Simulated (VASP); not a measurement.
# TiH6 (Pm-3m) in VASP: notebook, part 2 of 2

VASP 6.6.1.

## 3. Single point, PBE, collinear spin

Contents of INCAR:

```
PREC = Accurate ; ENCUT = 500
EDIFF = 1E-6 ; ISMEAR = 0
SIGMA = 0.1 ; LREAL = F
LASPH = T ; NELM = 200
ALGO = Normal ; ISIF = 2
LWAVE = F ; LCHARG = F
ISPIN = 2 ; MAGMOM = 1 0 0 0 0 0 0
LORBIT = 11 ; LMAXMIX = 4
GGA = PE ; NBANDS = 22
GGA_COMPAT = F
```

Contents of KPOINTS:

```
regular mesh
0
Gamma
  6 6 6
```

Contents of POSCAR:

```
TiH6
1.0
    3.2729102149      0.0000000000      0.0000000000
    0.0000000000      3.2729102149      0.0000000000
    0.0000000000      0.0000000000      3.2729102149
Ti H
1 6
Direct
    0.5000000000      0.5000000000      0.5000000000
    0.6431854559      0.0000000000      0.0000000000
    0.3568145441      0.0000000000      0.0000000000
    0.0000000000      0.6431854559      0.0000000000
    0.0000000000      0.3568145441      0.0000000000
    0.0000000000      0.0000000000      0.6431854559
    0.0000000000      0.0000000000      0.3568145441
```

Potentials or basis: VASP PAW PBE potentials, release 64 (Ti_sv, H).

Command:

```bash
cat potpaw_PBE.64/Ti_sv/POTCAR potpaw_PBE.64/H/POTCAR > POTCAR
mpirun -np 1 vasp_std > vasp.out
```

Run time: 29 s. Hardware: 1 thread of AMD EPYC 9R45 (Zen 5), shared host; peak memory 0.13 GiB.

It converged, with:

```yaml
Free_energy: -23.8539 eV
Pressure: 0.1 GPa
Largest_force: 0.004 eV/Å
Net_moment: 0.63 μB per cell
Site_moments: Ti +0.46; H -0.00 μB
Valence_electrons_inside_the_program's_atomic_spheres: Ti 10.21; H 0.55
```

Forces in eV/Å, atoms in the order of the input:
```
Ti   0.000  0.000  0.000
H    0.004  0.000  0.000
H   -0.004  0.000  0.000
H    0.000  0.004  0.000
H    0.000 -0.004  0.000
H    0.000  0.000  0.004
H    0.000  0.000 -0.004
```

Levels at points of the mesh, in eV from the Fermi level:
Spin up:
| k point | band 7 | band 8 | band 9 | band 10 | band 11 | band 12 |
| --- | --- | --- | --- | --- | --- | --- |
| (0.00, 0.00, 0.00) | -6.18 | 0.97 | 0.97 | 0.97 | 1.11 | 1.11 |
| (0.50, 0.00, 0.00) | -4.88 | -1.45 | -1.05 | -1.05 | 1.10 | 1.62 |
| (0.50, 0.50, 0.00) | -9.00 | -2.38 | -0.06 | -0.06 | 1.35 | 1.69 |
| (0.50, 0.50, 0.50) | -9.14 | -5.63 | 1.65 | 1.65 | 1.65 | 1.77 |
Spin down:
| k point | band 6 | band 7 | band 8 | band 9 | band 10 | band 11 |
| --- | --- | --- | --- | --- | --- | --- |
| (0.00, 0.00, 0.00) | -6.08 | -6.08 | 1.42 | 1.42 | 1.44 | 1.44 |
| (0.50, 0.00, 0.00) | -10.13 | -4.86 | -1.06 | -0.70 | -0.70 | 1.57 |
| (0.50, 0.50, 0.00) | -8.93 | -8.93 | -2.02 | 0.38 | 0.38 | 1.48 |
| (0.50, 0.50, 0.50) | -9.05 | -9.05 | -5.62 | 1.95 | 1.95 | 1.95 |

Caveat: a moment this small can come from the mesh or the smearing.

## 4. Single point, PBE, collinear spin

This run uses another cell than the first one, of 4.97 Å³/atom.

Contents of INCAR:

```
ALGO = Normal
EDIFF = 1E-6
ENCUT = 500
GGA = PE
GGA_COMPAT = F
ISIF = 2
ISMEAR = 0
ISPIN = 2
LASPH = T
LCHARG = F
LMAXMIX = 4
LORBIT = 11
LREAL = F
LWAVE = F
MAGMOM = 0.46 0 0 0 0 0 0
NBANDS = 22
NELM = 200
PREC = Accurate
SIGMA = 0.1
```

Contents of KPOINTS:

```
k-points
0
Gamma
  12 12 12
```

Contents of POSCAR:

```
TiH6
1.0
    3.2638131608      0.0000000000      0.0000000000
    0.0000000000      3.2638131608      0.0000000000
    0.0000000000      0.0000000000      3.2638131608
Ti H
1 6
Direct
    0.5000000000      0.5000000000      0.5000000000
    0.6443491724      0.0000000000      0.0000000000
    0.3556508276      0.0000000000      0.0000000000
    0.0000000000      0.6443491724      0.0000000000
    0.0000000000      0.3556508276      0.0000000000
    0.0000000000      0.0000000000      0.6443491724
    0.0000000000      0.0000000000      0.3556508276
```

Command:

```bash
cat potpaw_PBE.64/Ti_sv/POTCAR potpaw_PBE.64/H/POTCAR > POTCAR
mpirun -np 1 vasp_std > vasp.out
```

Run time: 45 s. Hardware: 1 thread of AMD EPYC 9R45 (Zen 5), shared host; peak memory 0.18 GiB.

Results (log left out):

- Free energy: -23.9162 eV
- Pressure: -0.4 GPa
- Band gap on the k mesh: zero (filled and empty bands overlap)
- Net moment: 0.00 μB per cell
- Valence electrons inside the program's atomic spheres: Ti 10.21; H 0.55

Forces in eV/Å, atoms in the order of the input:
```
Ti   0.000  0.000  0.000
H    0.002  0.000  0.000
H   -0.002  0.000  0.000
H    0.000  0.002  0.000
H    0.000 -0.002  0.000
H    0.000  0.000  0.002
H    0.000  0.000 -0.002
```

Levels at points of the mesh, in eV from the Fermi level:
Spin up:
```csv
k point,band 6,band 7,band 8,band 9,band 10,band 11,band 12,band 13
"(0.00, 0.00, 0.00)",-6.05,-6.05,1.20,1.20,1.20,1.30,1.30,1.48
"(0.50, 0.00, 0.00)",-10.15,-4.74,-1.27,-0.89,-0.89,1.33,1.81,4.91
"(0.50, 0.50, 0.00)",-8.90,-8.90,-2.19,0.15,0.15,1.45,1.89,2.73
"(0.50, 0.50, 0.50)",-9.04,-9.04,-5.67,1.86,1.86,1.86,1.96,1.96
```
Spin down:
```tsv
k point	band 7	band 8	band 9	band 10	band 11	band 12
(0.00, 0.00, 0.00)	-6.05	1.20	1.20	1.20	1.30	1.30
(0.50, 0.00, 0.00)	-4.74	-1.27	-0.89	-0.89	1.33	1.81
(0.50, 0.50, 0.00)	-8.90	-2.19	0.15	0.15	1.45	1.89
(0.50, 0.50, 0.50)	-9.04	-5.67	1.86	1.86	1.86	1.96
```

## 5. Relaxation of cell and atoms, PBE, collinear spin

Contents of INCAR:

```
SYSTEM = TiH6
  PREC = Accurate
  ENCUT = 500
  EDIFF = 1E-7
  ISMEAR = 0
  SIGMA = 0.1
  LREAL = .FALSE.
  LASPH = .TRUE.
  NELM = 200
  ALGO = Normal
  ISIF = 3
  LWAVE = .FALSE.
  LCHARG = .FALSE.
  ISPIN = 2
  MAGMOM = 0.46 0 0 0 0 0 0
  LORBIT = 11
  LMAXMIX = 4
  GGA = PE
  IBRION = 2
  NSW = 100
  EDIFFG = -0.01
  GGA_COMPAT = .FALSE.
  NELMIN = 4
```

Contents of KPOINTS:

```
Automatic mesh
0
G
  12 12 12
  0 0 0
```

Contents of POSCAR:

```
TiH6
1.0
    3.2729102149      0.0000000000      0.0000000000
    0.0000000000      3.2729102149      0.0000000000
    0.0000000000      0.0000000000      3.2729102149
Ti H
1 6
Direct
    0.5000000000      0.5000000000      0.5000000000
    0.6431854559      0.0000000000      0.0000000000
    0.3568145441      0.0000000000      0.0000000000
    0.0000000000      0.6431854559      0.0000000000
    0.0000000000      0.3568145441      0.0000000000
    0.0000000000      0.0000000000      0.6431854559
    0.0000000000      0.0000000000      0.3568145441
```

Command:

```bash
cat potpaw_PBE.64/Ti_sv/POTCAR potpaw_PBE.64/H/POTCAR > POTCAR
mpirun -np 1 vasp_std > vasp.out
```

Wall time 1.8 min (1 thread of AMD EPYC 9R45 (Zen 5), shared host); peak memory 0.16 GiB.

Results (log left out):

```
Free energy                                           : -23.9171 eV
Relaxed volume                                        : 4.94 Å³/atom
Relaxed cell                                          : a = 3.259 Å, b = 3.259 Å, c = 3.259 Å, α = 90.00°, β = 90.00°, γ = 90.00°
Space group after relaxing (to 0.1 Å)                 : Pm-3m (No. 221)
Energy gained by relaxing                             : 0.2 meV/atom
Ionic steps                                           : 5
Pressure after relaxing                               : 0.0 GPa
Largest force after relaxing                          : 0.005 eV/Å
Band gap on the k mesh                                : zero (filled and empty bands overlap)
Net moment                                            : 0.00 μB per cell
Valence electrons inside the program's atomic spheres : Ti 10.21; H 0.55
```

Forces in eV/Å, atoms in the order of the input:
```
Ti   0.000  0.000  0.000
H   -0.005  0.000  0.000
H    0.005  0.000  0.000
H    0.000 -0.005  0.000
H    0.000  0.005  0.000
H    0.000  0.000 -0.005
H    0.000  0.000  0.005
```

The path:
| step | energy change (eV) | largest force (eV/Å) | pressure (GPa) | volume (Å³) |
| --- | --- | --- | --- | --- |
| 1 | 0.0000 | 0.0219 | -0.72 | 35.06 |
| 2 | -0.0006 | 0.0200 | -0.52 | 34.94 |
| 3 | -0.0013 | 0.0144 | 0.10 | 34.60 |
| 4 | -0.0013 | 0.0141 | 0.12 | 34.59 |
| 5 | -0.0014 | 0.0045 | -0.04 | 34.60 |

Final structure:
```
Ti H
1.0
     3.25863    0.00000    0.00000
     0.00000    3.25863    0.00000
     0.00000    0.00000    3.25863
Ti H
1 6
Direct
  0.50000 0.50000 0.50000
  0.64491 0.00000 0.00000
  0.35509 0.00000 0.00000
  0.00000 0.64491 0.00000
  0.00000 0.35509 0.00000
  0.00000 0.00000 0.64491
  0.00000 0.00000 0.35509
```

Levels at points of the mesh, in eV from the Fermi level:
Spin up:
| k point | band 7 | band 8 | band 9 | band 10 | band 11 | band 12 |
| --- | --- | --- | --- | --- | --- | --- |
| (0.00, 0.00, 0.00) | -6.03 | 1.20 | 1.20 | 1.20 | 1.33 | 1.33 |
| (0.50, 0.00, 0.00) | -4.70 | -1.28 | -0.90 | -0.90 | 1.34 | 1.82 |
| (0.50, 0.50, 0.00) | -8.91 | -2.20 | 0.15 | 0.15 | 1.44 | 1.90 |
| (0.50, 0.50, 0.50) | -9.05 | -5.73 | 1.87 | 1.87 | 1.87 | 1.98 |
Spin down:
```csv
k point,band 6,band 7,band 8,band 9,band 10,band 11,band 12,band 13
"(0.00, 0.00, 0.00)",-6.03,-6.03,1.20,1.20,1.20,1.33,1.33,1.47
"(0.50, 0.00, 0.00)",-10.16,-4.70,-1.28,-0.90,-0.90,1.34,1.82,4.91
"(0.50, 0.50, 0.00)",-8.91,-8.91,-2.20,0.15,0.15,1.44,1.90,2.76
"(0.50, 0.50, 0.50)",-9.05,-9.05,-5.73,1.87,1.87,1.87,1.98,1.98
```

## 6. Overview

| task | spin | cell | k mesh | gap on the mesh (eV) | pressure (GPa) | moment (μB) |
| --- | --- | --- | --- | --- | --- | --- |
| relaxation of cell and atoms | off | relaxed from a = 3.273 Å, 7 atoms, atomic positions A | 6 × 6 × 6 | none | -0.5 | - |
| single point | collinear | a = 3.273 Å, 7 atoms, atomic positions A | 6 × 6 × 6 | none | 0.1 | 0.63 |
| single point | collinear | a = 3.264 Å, 7 atoms, atomic positions B | 12 × 12 × 12 | none | -0.4 | 0.00 |
| relaxation of cell and atoms | collinear | relaxed from a = 3.273 Å, 7 atoms, atomic positions A | 12 × 12 × 12 | none | 0.0 | 0.00 |

Alike in all rows: level PBE; potentials or basis VASP PAW PBE potentials, release 64 (Ti_sv, H); cutoff (eV) 500; smearing gaussian 0.1 eV.

Caveats: the relaxation stopped at its first step, so nothing moved (at least some runs); a moment this small can come from the mesh or the smearing (at least some runs).

Absolute energies hang on the potentials; compare differences alone.
